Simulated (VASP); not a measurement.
# Mo (Pm-3m) in VASP: further runs

Mo is run at these levels: PBE+D3(BJ); tasks: single point, relaxation of cell and atoms.

Program: VASP 6.6.1. These are calculated values, not measurements. Logs are shortened: lines on timing, memory, paths and dates and some standing lists are left out, and cuts for length are marked.

## Step 1: The cell of the first run

Symmetry: Pm-3m, No. 221, cubic system. The conventional cell has a = 2.506 Å, b = 2.506 Å, c = 2.506 Å, α = 90.00°, β = 90.00°, γ = 90.00°. Within 3.3 Å of Mo (site symmetry m-3m) lie 6 Mo at 2.51 Å.

This isn't the form of Mo at room conditions, which is bcc.

## Step 2: Single point, PBE+D3(BJ)

INCAR

```
SYSTEM = Mo
PREC     = Accurate       ! precision mode
ENCUT    = 520            ! plane-wave cutoff, eV
EDIFF    = 1E-6           ! SCF threshold, eV
ISMEAR   = 0              ! smearing method
SIGMA    = 0.1            ! smearing width, eV
LREAL    = .False.        ! projectors in reciprocal space
LASPH    = .True.         ! aspherical terms in the spheres
NELM     = 80             ! most SCF steps
ALGO     = Normal         ! electronic algorithm
ISIF     = 2              ! what is computed and relaxed
LWAVE    = .False.        ! write WAVECAR
LCHARG   = .False.        ! write CHGCAR
GGA      = PE             ! functional
IVDW     = 12             ! dispersion correction
NBANDS   = 13             ! bands
```

KPOINTS

```
regular mesh
0
Gamma
  10 10 10
  0 0 0
```

POSCAR

```
Mo
1.0
    2.5055799082      0.0000000000      0.0000000000
    0.0000000000      2.5055799082      0.0000000000
    0.0000000000      0.0000000000      2.5055799082
Mo
1
Direct
    0.0000000000      0.0000000000      0.0000000000
```

Potentials or basis: VASP PAW PBE potentials, release 64 (Mo_sv).

On the command line:

```console
> cat potpaw_PBE.64/Mo_sv/POTCAR > POTCAR
> mpirun -np 1 vasp_std > vasp.out
```

OUTCAR:

```text
SYSTEM = Mo
   PREC = Accurate
   ENCUT = 520
   EDIFF = 1E-6
   ISMEAR = 0
   LREAL = .False.
   LASPH = .True.
   NELM = 80
   ISIF = 2
   GGA = PE
   IVDW = 12
 IVDW          = 12

 ion  position               nearest neighbor table
   1  0.000  0.000  0.000-

  LATTYP: Found a simple cubic cell.
 ALAT       =     2.5055799082

  Lattice vectors:

 A1 = (   2.5055799082,   0.0000000000,   0.0000000000)
 A2 = (   0.0000000000,   2.5055799082,   0.0000000000)
 A3 = (   0.0000000000,   0.0000000000,   2.5055799082)

Analysis of symmetry for initial positions (statically):
=====================================================================
 Subroutine PRICEL returns:
 Original cell was already a primitive cell.

 Routine SETGRP: Setting up the symmetry group for a
 simple cubic supercell.

 Subroutine GETGRP returns: Found 48 space group operations
 (whereof 48 operations were pure point group operations)
 out of a pool of 48 trial point group operations.

The static configuration has the point symmetry O_h .

Analysis of symmetry for dynamics (positions and initial velocities):
=====================================================================
 Subroutine PRICEL returns:
 Original cell was already a primitive cell.

 Routine SETGRP: Setting up the symmetry group for a
 simple cubic supercell.

 Subroutine GETGRP returns: Found 48 space group operations
 (whereof 48 operations were pure point group operations)
 out of a pool of 48 trial point group operations.

The dynamic configuration has the point symmetry O_h .

 Subroutine INISYM returns: Found 48 space group operations
 (whereof 48 operations are pure point group operations),
 and found     1 'primitive' translations

----------------------------------------------------------------------------------------

                                     Primitive cell

  volume of cell :      15.7299

  direct lattice vectors                    reciprocal lattice vectors
     2.505579908  0.000000000  0.000000000     0.399109203  0.000000000  0.000000000
     0.000000000  2.505579908  0.000000000     0.000000000  0.399109203  0.000000000
     0.000000000  0.000000000  2.505579908     0.000000000  0.000000000  0.399109203

  length of vectors
     2.505579908  2.505579908  2.505579908     0.399109203  0.399109203  0.399109203

  position of ions in fractional coordinates (direct lattice)
     0.000000000  0.000000000  0.000000000

  ion indices of the primitive-cell ions
   primitive index   ion index
                 1           1

----------------------------------------------------------------------------------------

 KPOINTS: regular mesh

Automatic generation of k-mesh.
 Grid dimensions read from file:
 generate k-points for:   10   10   10

 Generating k-lattice:

  Cartesian coordinates                     Fractional coordinates (reciprocal lattice)
     0.039910920  0.000000000  0.000000000     0.100000000  0.000000000  0.000000000
     0.000000000  0.039910920  0.000000000     0.000000000  0.100000000  0.000000000
     0.000000000  0.000000000  0.039910920     0.000000000  0.000000000  0.100000000

  Length of vectors
     0.039910920  0.039910920  0.039910920

  Shift w.r.t. Gamma in fractional coordinates (k-lattice)
     0.000000000  0.000000000  0.000000000

 Subroutine IBZKPT returns following result:
 ===========================================

 Found     56 irreducible k-points:

 Following reciprocal coordinates:
            Coordinates               Weight
  0.000000  0.000000  0.000000      1.000000
  0.100000  0.000000  0.000000      6.000000
  0.200000  0.000000  0.000000      6.000000
  0.300000  0.000000  0.000000      6.000000
  0.400000  0.000000  0.000000      6.000000
  0.500000  0.000000  0.000000      3.000000
[... 16 lines left out ...]
  0.200000  0.100000  0.100000     24.000000
  0.300000  0.100000  0.100000     24.000000
 [... further k-points ...]
   k-points           NKPTS =     56   k-points in BZ     NKDIM =     56   number of bands    NBANDS=     13
   number of dos      NEDOS =    301   number of ions     NIONS =      1
   total plane-waves  NPLWV =   8000
   dimension x,y,z NGX =    20 NGY =   20 NGZ =   20
   dimension x,y,z NGXF=    40 NGYF=   40 NGZF=   40
   ions per type =               1
   NGX,Y,Z   is equivalent  to a cutoff of  13.27, 13.27, 13.27 a.u.
   NGXF,Y,Z  is equivalent  to a cutoff of  26.54, 26.54, 26.54 a.u.
 SYSTEM =  Mo
   PREC   = accura    normal or accurate (medium, high low for compatibility)
   ISTART =      0    job   : 0-new  1-cont  2-samecut
   ICHARG =      2    charge: 1-file 2-atom 10-const
   ISPIN  =      1    spin polarized calculation?
   LNONCOLLINEAR =      F non collinear calculations
   LSORBIT =      F    spin-orbit coupling
   LASPH  =      T    aspherical Exc in radial PAW
   ENCUT  =  520.0 eV  38.22 Ry    6.18 a.u.   4.66  4.66  4.66*2*pi/ulx,y,z
   NELM   =     80;   NELMIN=  2; NELMDL= -5     # of ELM steps
   EDIFF  = 0.1E-05   stopping-criterion for ELM
   LREAL  =      F    real-space projection
   EDIFFG = 0.1E-04   stopping-criterion for IOM
   NSW    =      0    number of steps for IOM
   IBRION =     -1    ionic relax: 0-MD 1-quasi-New 2-CG
   NFREE  =      0    steps in history (QN), initial steepest desc. (CG)
   ISIF   =      2    stress and relaxation
   ISYM   =      2    0-nonsym 1-usesym 2-fastsym
   POTIM  = 0.5000    time-step for ionic-motion
   TEBEG  =    0.0;   TEEND  =   0.0 temperature during run
   PSTRESS=    0.0 pullay stress
   NELECT =      14.0000    total number of electrons
   NUPDOWN=      -1.0000    fix difference up-down
   EMIN   =  10.00;   EMAX   =-10.00  energy-range for DOS
   EFERMI =   0.00;   METHOD = LEGACY
   ISMEAR =     0;   SIGMA  =   0.10  broadening in eV -4-tet -1-fermi 0-gaus
   EFERMI_NEDOS =   21; number of points for ismear=-14 and -15
   IALGO  =     38    algorithm
   IMIX   =      4    mixing-type and parameters
     AMIX     =   0.40;   BMIX     =  1.00
     AMIX_MAG =   1.60;   BMIX_MAG =  1.00
  volume/ion in A,a.u.               =      15.73       106.15
  Fermi-wavevector in a.u.,A,eV,Ry     =   1.574741  2.975830 33.739871  2.479811
  Thomas-Fermi vector in A             =   2.675830
   LORBIT       =      0    0 simple, 1 ext, 2 COOP (PROOUT), +10 PAW based schemes
   GGA     = PE    functional components
   LHFCALC =     F    Hartree Fock is set to
   AEXX    =    0.0000 exact exchange contribution
   IVDW    =    12    specifies the selected vdW correction
   LEPSILON=     F    determine dielectric tensor
   LRPA    =     F    only Hartree local field effects (RPA)
 non-spin polarized calculation
 Gauss-broadening in eV      SIGMA  =   0.10
  energy-cutoff  :      520.00
  volume of cell :       15.73
 maximum number of plane-waves:       441
 NGX is ok and might be reduce to    20
   NGX =  9   NGY =  9   NGZ =  9

 number of electron      14.0000006 magnetization

 Free energy of the ion-electron system (eV)
  ---------------------------------------------------
  ext. energy  EPLUGINS =         0.00000000
  ---------------------------------------------------
  free energy    TOTEN  =        -9.62557353 eV

  energy without entropy =       -9.61380671  energy(sigma->0) =       -9.61969012

 E-fermi :  12.4095     XC(G=0): -13.2014

 val. band max:       12.4047823472   @ k =   0.5000   0.4000   0.2000
 cond. band min:      12.4299635457   @ k =   0.5000   0.5000   0.2000
 fundamental gap:      0.0251811985
 Fermi energy:        12.4094561921

 k-point     1 :       0.0000    0.0000    0.0000
  band No.  band energies     occupation
      1     -48.7866      2.00000
      2     -21.7691      2.00000
      3     -21.7691      2.00000
      4     -21.7691      2.00000
      5       5.5432      2.00000
      6       7.6026      2.00000
      7       7.6026      2.00000
      8      16.8504      0.00000
      9      16.8504      0.00000
     10      16.8504      0.00000
     11      28.8274      0.00000
     12      28.8274      0.00000
     13      28.8274      0.00000

 k-point     2 :       0.1000    0.0000    0.0000
  band No.  band energies     occupation
      1     -48.7591      2.00000
      2     -21.9809      2.00000
      3     -21.7510      2.00000
      4     -21.7510      2.00000
      5       5.8707      2.00000
      6       7.6906      2.00000
      7       8.0253      2.00000
      8      16.3511      0.00000
      9      16.3511      0.00000
     10      16.8868      0.00000
     11      27.3443      0.00000
     12      29.5130      0.00000
     13      29.5130      0.00000

 k-point     3 :       0.2000    0.0000    0.0000
  band No.  band energies     occupation
      1     -48.6862      2.00000
      2     -22.5144      2.00000
      3     -21.7032      2.00000
      4     -21.7032      2.00000
      5       6.6220      2.00000
      6       7.9303      2.00000
      7       9.3047      2.00000
      8      15.2385      0.00000
      9      15.2386      0.00000
     10      16.9834      0.00000
     11      24.8525      0.00000
     12      31.1189      0.00000
     13      31.1189      0.00000

 k-point     4 :       0.3000    0.0000    0.0000
  band No.  band energies     occupation
      1     -48.5944      2.00000
      2     -23.1377      2.00000
      3     -21.6435      2.00000
      4     -21.6435      2.00000
      5       7.5067      2.00000
      6       8.2474      2.00000
      7      11.0421      2.00000
      8      14.1094      0.00000
      9      14.1094      0.00000
     10      17.1057      0.00000
     11      23.0017      0.00000
     12      28.8910      0.00000
     13      32.9302      0.00000

 k-point     5 :       0.4000    0.0000    0.0000
  band No.  band energies     occupation
      1     -48.5187      2.00000
      2     -23.6172      2.00000
      3     -21.5948      2.00000
      4     -21.5948      2.00000
      5       8.3349      2.00000
      6       8.5237      2.00000
      7      12.2660      1.95756
      8      13.3226      0.00000
      9      13.3226      0.00000
     10      17.2070      0.00000
     11      22.5652      0.00000
     12      27.3588      0.00000
     13      33.8623      0.00000
[... 257 lines left out ...]
 k-point    22 :       0.1000    0.1000    0.1000
  band No.  band energies     occupation
      1     -48.7043      2.00000
      2     -21.9628      2.00000
      3     -21.9319      2.00000
      4     -21.9319      2.00000
      5       6.5446      2.00000
      6       8.3424      2.00000
      7       8.3424      2.00000
      8      15.7487      0.00000
      9      15.9455      0.00000
     10      15.9455      0.00000
     11      28.2904      0.00000
     12      28.7313      0.00000
     13      28.7313      0.00000

 k-point    23 :       0.2000    0.1000    0.1000
  band No.  band energies     occupation
      1     -48.6319      2.00000
      2     -22.4708      2.00000
      3     -21.9002      2.00000
      4     -21.8818      2.00000
      5       7.2830      2.00000
      6       8.5772      2.00000
      7       9.5371      2.00000
      8      14.7346      0.00000
      9      14.8174      0.00000
     10      16.0258      0.00000
     11      26.0223      0.00000
     12      29.5859      0.00000
     13      30.0006      0.00000

 k-point    24 :       0.3000    0.1000    0.1000
  band No.  band energies     occupation
      1     -48.5407      2.00000
      2     -23.0873      2.00000
      3     -21.8365      2.00000
      4     -21.8191      2.00000
      5       8.1140      2.00000
      6       8.8957      2.00000
      7      10.8263      2.00000
      8      13.5074      0.00000
      9      14.3860      0.00000
     10      16.1855      0.00000
     11      23.9432      0.00000
     12      29.5384      0.00000
     13      30.7730      0.00000

 [... further k-points ...]

------------------------ aborting loop because EDIFF is reached ----------------------------------------

 Edisp (eV)   -0.71026

 E8    (eV) :    -0.3347

  FORCE on cell =-STRESS in cart. coord.  units (eV):
  Direction    XX          YY          ZZ          XY          YZ          ZX
  --------------------------------------------------------------------------------------
  -------------------------------------------------------------------------------------
  Total       2.04227     2.04227     2.04227     0.00000     0.00000    -0.00000
  in kB     208.01754   208.01754   208.01754     0.00000     0.00000    -0.00000
  external pressure =      208.02 kB  Pullay stress =        0.00 kB

 VOLUME and BASIS-vectors are now :
 -----------------------------------------------------------------------------
  energy-cutoff  :      520.00
  volume of cell :       15.73
      direct lattice vectors                 reciprocal lattice vectors
     2.505579908  0.000000000  0.000000000     0.399109203  0.000000000  0.000000000
     0.000000000  2.505579908  0.000000000     0.000000000  0.399109203  0.000000000
     0.000000000  0.000000000  2.505579908     0.000000000  0.000000000  0.399109203

 POSITION                                       TOTAL-FORCE (eV/Angst)
 -----------------------------------------------------------------------------------
      0.00000      0.00000      0.00000         0.000000      0.000000      0.000000
 -----------------------------------------------------------------------------------
    total drift:                                0.000000      0.000000      0.000000

  FREE ENERGIE OF THE ION-ELECTRON SYSTEM (eV)
  ---------------------------------------------------
  free  energy   TOTEN  =       -10.3358332808 eV

  energy  without entropy=      -10.3240664648  energy(sigma->0) =      -10.32994987
```

Run time: 6.7 s. Hardware: 1 thread of Intel Xeon Platinum 8259CL at 2.50GHz (Skylake/Cascade Lake), shared host; peak memory 0.13 GiB.

What came out:

```yaml
Free_energy: -10.3358 eV
Pressure: 20.8 GPa
Band_gap_on_the_k_mesh: zero (bands 7 and 8 overlap by 2.59 eV)
Dispersion_energy_per_atom: -0.710 eV
```

Levels at points of the mesh, in eV from the Fermi level:
| k point | band 5 | band 6 | band 7 | band 8 | band 9 | band 10 |
| --- | --- | --- | --- | --- | --- | --- |
| (0.00, 0.00, 0.00) | -6.87 | -4.81 | -4.81 | 4.44 | 4.44 | 4.44 |
| (0.50, 0.00, 0.00) | -3.77 | -3.69 | 0.15 | 0.63 | 0.63 | 4.84 |
| (0.50, 0.50, 0.00) | -6.23 | -2.47 | 1.42 | 1.42 | 6.41 | 6.41 |
| (0.50, 0.50, 0.50) | -4.41 | -4.41 | -4.41 | 7.34 | 7.34 | 7.40 |

Caveat: the cell stands under pressure.

## Step 3: Single point, PBE+D3(BJ)

This run uses another cell than the first one, of 16.72 Å³/atom.

INCAR

```
PREC = Accurate ; ENCUT = 520
EDIFF = 1E-6 ; ISMEAR = 0
SIGMA = 0.1 ; LREAL = False
LASPH = True ; NELM = 80
ALGO = Normal ; ISIF = 2
LWAVE = False ; LCHARG = False
GGA = PE ; IVDW = 12
NBANDS = 13
```

KPOINTS

```
Automatic mesh
0
Gamma
  10 10 10
```

POSCAR

```
Mo
1.0
    2.5568451654      0.0000000000      0.0000000000
    0.0000000000      2.5568451654      0.0000000000
    0.0000000000      0.0000000000      2.5568451654
Mo
1
Direct
    0.0000000000      0.0000000000      0.0000000000
```

Potentials or basis: VASP PAW PBE potentials, release 64 (Mo_sv).

On the command line:

```console
> cat potpaw_PBE.64/Mo_sv/POTCAR > POTCAR
> mpirun -np 1 vasp_std > vasp.out
```

Run time: 6.6 s. Hardware: 1 thread of Intel Xeon Platinum 8259CL at 2.50GHz (Skylake/Cascade Lake), shared host; peak memory 0.14 GiB.

It converged, with:

* Free energy: -10.4153 eV
* Pressure: 5.6 GPa
* Band gap on the k mesh: zero (bands 7 and 8 overlap by 2.54 eV)
* Dispersion energy per atom: -0.668 eV

Levels at points of the mesh, in eV from the Fermi level:
| k point | band 5 | band 6 | band 7 | band 8 | band 9 | band 10 |
| --- | --- | --- | --- | --- | --- | --- |
| (0.00, 0.00, 0.00) | -6.69 | -4.46 | -4.46 | 4.08 | 4.08 | 4.08 |
| (0.50, 0.00, 0.00) | -3.60 | -3.51 | 0.08 | 0.62 | 0.62 | 4.44 |
| (0.50, 0.50, 0.00) | -5.73 | -2.37 | 1.33 | 1.33 | 6.02 | 6.02 |
| (0.50, 0.50, 0.50) | -4.05 | -4.05 | -4.05 | 6.73 | 6.73 | 7.55 |

Caveat: the cell stands under pressure.

(Part 1 of 2 ends here.)
